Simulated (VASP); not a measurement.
Crystal: Zn2P.

```
Zn P
1.0
     3.80354    0.00000    0.00000
     0.00000    3.80354    0.00000
     0.00000    0.00000    5.80345
Zn P
4 2
Direct
  0.00000 0.00000 0.00000
  0.50000 0.50000 0.00000
  0.00000 0.50000 0.27000
  0.50000 0.00000 0.73000
  0.00000 0.50000 0.70000
  0.50000 0.00000 0.30000
```

* Program: VASP 6.6.1
* Task: relaxation of cell and atoms
* Functional: PBE
* Potentials or basis: VASP PAW PBE potentials, release 64 (Zn, P)
* Cutoff: 600 eV
* k mesh: 4 × 4 × 4
* Occupations: gaussian, width 0.1 eV
* Spin: no spin polarisation

At the start: pressure 18.6 GPa; volume 13.99 Å³/atom.

Question: Where does the relaxation end?

Answer: Over 12 steps the energy falls by 275.4 meV/atom and the volume is 17.11 Å³/atom (+22.3 %); space group P4/nmm (No. 129, to 0.1 Å) before and after.

Step by step:
| step | energy change (eV) | largest force (eV/Å) | pressure (GPa) | volume (Å³) |
| --- | --- | --- | --- | --- |
| 1 | 0.0000 | 2.2141 | 18.65 | 83.96 |
| 2 | -0.8926 | 0.6841 | -4.53 | 105.35 |
| 3 | -0.9605 | 0.8657 | -1.07 | 99.75 |
| 4 | -1.0740 | 0.7246 | -0.25 | 99.24 |
| 5 | -1.2586 | 1.5698 | 1.88 | 97.61 |
| 6 | -1.3247 | 1.4779 | 1.70 | 97.95 |
| 7 | -1.4822 | 1.1574 | 1.46 | 98.97 |
| 8 | -1.6173 | 0.4417 | 1.56 | 100.96 |
| 9 | -1.6482 | 0.1684 | 0.25 | 102.28 |
| 10 | -1.6517 | 0.0697 | -0.22 | 102.92 |
| 11 | -1.6517 | 0.0637 | -0.30 | 102.96 |
| 12 | -1.6524 | 0.0318 | -0.15 | 102.67 |

Final structure:
```
Zn P
1.0
     4.22605    0.00000    0.00000
     0.00000    4.22605    0.00000
     0.00000    0.00000    5.74902
Zn P
4 2
Cartesian
  0.0000 4.2261 0.0000
  2.1130 2.1130 0.0000
  0.0000 2.1130 1.9442
  2.1130 0.0000 3.8048
  0.0000 2.1130 4.3375
  2.1130 0.0000 1.4115
```

Caveat: the k points lie up to 0.37 Å⁻¹ apart in the final cell, too coarse for converged energies and pressures of a metal; the volume moved by over 15 % at a fixed basis, so the end points are rough.
